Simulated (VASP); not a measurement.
# Cs2CuSbCl6 (Fm-3m) in VASP: single point with LDA

Aim: the single point of Cs2CuSbCl6 with LDA.

Program: VASP 6.6.1. These are calculated values, not measurements. Logs are shortened: lines on timing, memory, paths and dates and some standing lists are left out, and cuts for length are marked.

### Step 1. The cell of the first run

Symmetry: Fm-3m, No. 225, cubic system. Conventional cell: a = 10.510 Å, b = 10.510 Å, c = 10.510 Å, α = 90.00°, β = 90.00°, γ = 90.00°. Cs (site symmetry -43m) has 12 Cl at 3.72 Å and 4 Cu at 4.55 Å and 4 Sb at 4.55 Å within 4.9 Å. Cu (site symmetry m-3m) has 6 Cl at 2.56 Å within 3.4 Å. Sb (site symmetry m-3m) has 6 Cl at 2.70 Å within 3.6 Å. Cl (site symmetry 4mm) has 1 Cu at 2.56 Å and 1 Sb at 2.70 Å within 3.4 Å.

### Step 2. Single point, LDA

INCAR reads:

```
PREC = Accurate
ENCUT = 520
EDIFF = 1E-6
ISMEAR = 0
SIGMA = 0.05
LREAL = False
LASPH = True
NELM = 100
ALGO = Normal
ISIF = 2
LWAVE = False
LCHARG = False
NBANDS = 49
```

KPOINTS reads:

```
Automatic mesh
0
Gamma
  4 4 4
```

POSCAR reads:

```
Cs2CuSbCl6
1.0
    0.0000000000      5.2548780000      5.2548780000
    5.2548780000      0.0000000000      5.2548780000
    5.2548780000      5.2548780000      0.0000000000
Cs Cu Sb Cl
2 1 1 6
Direct
    0.7500000000      0.7500000000      0.7500000000
    0.2500000000      0.2500000000      0.2500000000
    0.5000000000      0.5000000000      0.5000000000
    0.0000000000      0.0000000000      0.0000000000
    0.7431490000      0.2568510000      0.2568510000
    0.2568510000      0.2568510000      0.7431490000
    0.2568510000      0.7431490000      0.7431490000
    0.2568510000      0.7431490000      0.2568510000
    0.7431490000      0.2568510000      0.7431490000
    0.7431490000      0.7431490000      0.2568510000
```

Potentials or basis: VASP PAW LDA potentials, release 64 (Cs_sv, Cu, Sb, Cl).

On the command line:

```
> cat potpaw_LDA.64/Cs_sv/POTCAR potpaw_LDA.64/Cu/POTCAR potpaw_LDA.64/Sb/POTCAR potpaw_LDA.64/Cl/POTCAR > POTCAR
> mpirun -np 1 vasp_std > vasp.out
```

OUTCAR:

```text
PREC = Accurate
   ENCUT = 520
   EDIFF = 1E-6
   ISMEAR = 0
   LREAL = False
   LASPH = True
   NELM = 100
   ISIF = 2

 ion  position               nearest neighbor table
   1  0.750  0.750  0.750-
   2  0.250  0.250  0.250-
   3  0.500  0.500  0.500-   5 2.56   6 2.56   7 2.56   8 2.56   9 2.56  10 2.56
   4  0.000  0.000  0.000-   5 2.70   6 2.70   7 2.70   8 2.70   9 2.70  10 2.70
   5  0.743  0.257  0.257-   3 2.56   4 2.70
   6  0.257  0.257  0.743-   3 2.56   4 2.70
   7  0.257  0.743  0.743-   3 2.56   4 2.70
   8  0.257  0.743  0.257-   3 2.56   4 2.70
   9  0.743  0.257  0.743-   3 2.56   4 2.70
  10  0.743  0.743  0.257-   3 2.56   4 2.70

  LATTYP: Found a face centered cubic cell.
 ALAT       =    10.5097560000

  Lattice vectors:

 A1 = (   0.0000000000,   5.2548780000,   5.2548780000)
 A2 = (   5.2548780000,   0.0000000000,   5.2548780000)
 A3 = (   5.2548780000,   5.2548780000,   0.0000000000)

Analysis of symmetry for initial positions (statically):
=====================================================================
 Subroutine PRICEL returns:
 Original cell was already a primitive cell.

 Routine SETGRP: Setting up the symmetry group for a
 face centered cubic supercell.

 Subroutine GETGRP returns: Found 48 space group operations
 (whereof 48 operations were pure point group operations)
 out of a pool of 48 trial point group operations.

The static configuration has the point symmetry O_h .

Analysis of symmetry for dynamics (positions and initial velocities):
=====================================================================
 Subroutine PRICEL returns:
 Original cell was already a primitive cell.

 Routine SETGRP: Setting up the symmetry group for a
 face centered cubic supercell.

 Subroutine GETGRP returns: Found 48 space group operations
 (whereof 48 operations were pure point group operations)
 out of a pool of 48 trial point group operations.

The dynamic configuration has the point symmetry O_h .

 Subroutine INISYM returns: Found 48 space group operations
 (whereof 48 operations are pure point group operations),
 and found     1 'primitive' translations

----------------------------------------------------------------------------------------

                                     Primitive cell

  volume of cell :     290.2137

  direct lattice vectors                    reciprocal lattice vectors
     0.000000000  5.254878000  5.254878000    -0.095149688  0.095149688  0.095149688
     5.254878000  0.000000000  5.254878000     0.095149688 -0.095149688  0.095149688
     5.254878000  5.254878000  0.000000000     0.095149688  0.095149688 -0.095149688

  length of vectors
     7.431519736  7.431519736  7.431519736     0.164804093  0.164804093  0.164804093

  position of ions in fractional coordinates (direct lattice)
     0.750000000  0.750000000  0.750000000
     0.250000000  0.250000000  0.250000000
     0.500000000  0.500000000  0.500000000
     0.000000000  0.000000000  0.000000000
     0.743149000  0.256851000  0.256851000
     0.256851000  0.256851000  0.743149000
     0.256851000  0.743149000  0.743149000
     0.256851000  0.743149000  0.256851000
     0.743149000  0.256851000  0.743149000
     0.743149000  0.743149000  0.256851000

  ion indices of the primitive-cell ions
   primitive index   ion index
                 1           1
                 2           2
                 3           3
                 4           4
                 5           5
                 6           6
                 7           7
                 8           8
                 9           9
                10          10

----------------------------------------------------------------------------------------

 KPOINTS: Automatic mesh

Automatic generation of k-mesh.
 Grid dimensions read from file:
 generate k-points for:    4    4    4

 Generating k-lattice:

  Cartesian coordinates                     Fractional coordinates (reciprocal lattice)
    -0.023787422  0.023787422  0.023787422     0.250000000  0.000000000  0.000000000
     0.023787422 -0.023787422  0.023787422     0.000000000  0.250000000  0.000000000
     0.023787422  0.023787422 -0.023787422     0.000000000  0.000000000  0.250000000

  Length of vectors
     0.041201023  0.041201023  0.041201023

  Shift w.r.t. Gamma in fractional coordinates (k-lattice)
     0.000000000  0.000000000  0.000000000

 Subroutine IBZKPT returns following result:
 ===========================================

 Found      8 irreducible k-points:

 Following reciprocal coordinates:
            Coordinates               Weight
  0.000000  0.000000  0.000000      1.000000
  0.250000  0.000000  0.000000      8.000000
  0.500000  0.000000  0.000000      4.000000
  0.250000  0.250000  0.000000      6.000000
  0.500000  0.250000  0.000000     24.000000
 -0.250000  0.250000  0.000000     12.000000
  0.500000  0.500000  0.000000      3.000000
 -0.250000  0.500000  0.250000      6.000000
   k-points           NKPTS =      8   k-points in BZ     NKDIM =      8   number of bands    NBANDS=     49
   number of dos      NEDOS =    301   number of ions     NIONS =     10
   total plane-waves  NPLWV = 175616
   dimension x,y,z NGX =    56 NGY =   56 NGZ =   56
   dimension x,y,z NGXF=   112 NGYF=  112 NGZF=  112
   ions per type =               2   1   1   6
   NGX,Y,Z   is equivalent  to a cutoff of  12.53, 12.53, 12.53 a.u.
   NGXF,Y,Z  is equivalent  to a cutoff of  25.05, 25.05, 25.05 a.u.
 SYSTEM =  unknown system
   PREC   = accura    normal or accurate (medium, high low for compatibility)
   ISTART =      0    job   : 0-new  1-cont  2-samecut
   ICHARG =      2    charge: 1-file 2-atom 10-const
   ISPIN  =      1    spin polarized calculation?
   LNONCOLLINEAR =      F non collinear calculations
   LSORBIT =      F    spin-orbit coupling
   LASPH  =      T    aspherical Exc in radial PAW
   ENCUT  =  520.0 eV  38.22 Ry    6.18 a.u.  13.82 13.82 13.82*2*pi/ulx,y,z
   NELM   =    100;   NELMIN=  2; NELMDL= -5     # of ELM steps
   EDIFF  = 0.1E-05   stopping-criterion for ELM
   LREAL  =      F    real-space projection
[... 7 lines left out ...]
   TEBEG  =    0.0;   TEEND  =   0.0 temperature during run
   PSTRESS=    0.0 pullay stress
   NELECT =      76.0000    total number of electrons
   NUPDOWN=      -1.0000    fix difference up-down
   EMIN   =  10.00;   EMAX   =-10.00  energy-range for DOS
   EFERMI =   0.00;   METHOD = LEGACY
   ISMEAR =     0;   SIGMA  =   0.05  broadening in eV -4-tet -1-fermi 0-gaus
   EFERMI_NEDOS =   21; number of points for ismear=-14 and -15
   IALGO  =     38    algorithm
   IMIX   =      4    mixing-type and parameters
     AMIX     =   0.40;   BMIX     =  1.00
     AMIX_MAG =   1.60;   BMIX_MAG =  1.00
  volume/ion in A,a.u.               =      29.02       195.85
  Fermi-wavevector in a.u.,A,eV,Ry     =   1.047386  1.979272 14.925826  1.097017
  Thomas-Fermi vector in A             =   2.182264
   LORBIT       =      0    0 simple, 1 ext, 2 COOP (PROOUT), +10 PAW based schemes
   GGA     = CA    functional components
   LHFCALC =     F    Hartree Fock is set to
   AEXX    =    0.0000 exact exchange contribution
   IVDW    =     0    specifies the selected vdW correction
   LEPSILON=     F    determine dielectric tensor
   LRPA    =     F    only Hartree local field effects (RPA)
 non-spin polarized calculation
 Gauss-broadening in eV      SIGMA  =   0.05
  energy-cutoff  :      520.00
  volume of cell :      290.21
 maximum number of plane-waves:      7848
   NGX = 27   NGY = 27   NGZ = 27

 number of electron      76.0000015 magnetization

 Free energy of the ion-electron system (eV)
  ---------------------------------------------------
  ext. energy  EPLUGINS =         0.00000000
  ---------------------------------------------------
  free energy    TOTEN  =       -37.79782007 eV

  energy without entropy =      -37.79782007  energy(sigma->0) =      -37.79782007

 E-fermi :   2.4983     XC(G=0):  -8.9079

 val. band max:        2.2596885554   @ k =   0.5000   0.5000   0.0000
 cond. band min:       2.8807693663   @ k =   0.5000   0.0000   0.0000
 fundamental gap:      0.6210808109
 Fermi energy:         2.4982838489

 k-point     1 :       0.0000    0.0000    0.0000
  band No.  band energies     occupation
      1     -18.6206      2.00000
      2     -18.6012      2.00000
      3     -13.2732      2.00000
      4     -12.6618      2.00000
      5     -12.6618      2.00000
      6     -12.6618      2.00000
[... 41 lines left out ...]
     48       7.2348      0.00000
     49       7.5923      0.00000

 k-point     2 :       0.2500    0.0000    0.0000
  band No.  band energies     occupation
      1     -18.6171      2.00000
      2     -18.6034      2.00000
      3     -13.2106      2.00000
      4     -12.7638      2.00000
      5     -12.6319      2.00000
      6     -12.6319      2.00000
[... 41 lines left out ...]
     48       7.6189      0.00000
     49       7.9097      0.00000

 k-point     3 :       0.5000    0.0000    0.0000
  band No.  band energies     occupation
      1     -18.6096      2.00000
      2     -18.6096      2.00000
      3     -13.0948      2.00000
      4     -12.9179      2.00000
      5     -12.5732      2.00000
      6     -12.5732      2.00000
[... 249 lines left out ...]
     48       8.3248      0.00000
     49       8.4853      0.00000

 k-point     8 :      -0.2500    0.5000    0.2500
  band No.  band energies     occupation
      1     -18.6091      2.00000
      2     -18.6091      2.00000
      3     -13.0542      2.00000
      4     -12.8552      2.00000
      5     -12.6713      2.00000
      6     -12.6713      2.00000
[... 41 lines left out ...]
     48       8.2190      0.00000
     49       8.3570      0.00000

------------------------ aborting loop because EDIFF is reached ----------------------------------------

  FORCE on cell =-STRESS in cart. coord.  units (eV):
  Direction    XX          YY          ZZ          XY          YZ          ZX
  --------------------------------------------------------------------------------------
  -------------------------------------------------------------------------------------
  Total       -6.7314522     -6.7314522     -6.7314522      0.0000000     -0.0000000      0.0000000
  in kB      -37.1622021    -37.1622021    -37.1622021      0.0000000     -0.0000000      0.0000000
  external PRESSURE =     -37.1622021 kB  Pullay stress =       0.0000000 kB

 VOLUME and BASIS-vectors are now :
 -----------------------------------------------------------------------------
  energy-cutoff  :      520.00
  volume of cell :      290.21
      direct lattice vectors                 reciprocal lattice vectors
     0.000000000  5.254878000  5.254878000    -0.095149688  0.095149688  0.095149688
     5.254878000  0.000000000  5.254878000     0.095149688 -0.095149688  0.095149688
     5.254878000  5.254878000  0.000000000     0.095149688  0.095149688 -0.095149688

 POSITION                                       TOTAL-FORCE (eV/Angst)
 -----------------------------------------------------------------------------------
      7.88232      7.88232      7.88232        -0.000000     -0.000000     -0.000000
      2.62744      2.62744      2.62744        -0.000000      0.000000      0.000000
      5.25488      5.25488      5.25488        -0.000000      0.000000      0.000000
      0.00000      0.00000      0.00000        -0.000000     -0.000000      0.000000
      2.69944      5.25488      5.25488         0.085888      0.000000      0.000000
      5.25488      5.25488      2.69944        -0.000000      0.000000      0.085888
      7.81031      5.25488      5.25488        -0.085888      0.000000      0.000000
      5.25488      2.69944      5.25488        -0.000000      0.085888      0.000000
      5.25488      7.81031      5.25488        -0.000000     -0.085888      0.000000
      5.25488      5.25488      7.81031        -0.000000      0.000000     -0.085888
 -----------------------------------------------------------------------------------
    total drift:                               -0.000000     -0.000000      0.000000

  FREE ENERGIE OF THE ION-ELECTRON SYSTEM (eV)
  ---------------------------------------------------
  free  energy   TOTEN  =       -37.7978200715 eV

  energy  without entropy=      -37.7978200715  energy(sigma->0) =      -37.79782007
```

Run time: 2.3 min. Hardware: 1 thread of Intel Xeon Platinum 8488C (Sapphire Rapids), shared host; peak memory 0.4 GiB.

What came out:

```
Free energy            : -37.7978 eV
Pressure               : -3.7 GPa
Largest force          : 0.086 eV/Å
Band gap on the k mesh : 0.62 eV, indirect (least direct gap 1.58 eV)
```

Forces in eV/Å, atoms in the order of the input:
```
Cs   0.000  0.000  0.000
Cs   0.000  0.000  0.000
Cu   0.000  0.000  0.000
Sb   0.000  0.000  0.000
Cl   0.086  0.000  0.000
Cl   0.000  0.000  0.086
Cl  -0.086  0.000  0.000
Cl   0.000  0.086  0.000
Cl   0.000 -0.086  0.000
Cl   0.000  0.000 -0.086
```

Caveat: spin-orbit coupling is left out, which moves the levels of the heavy elements.
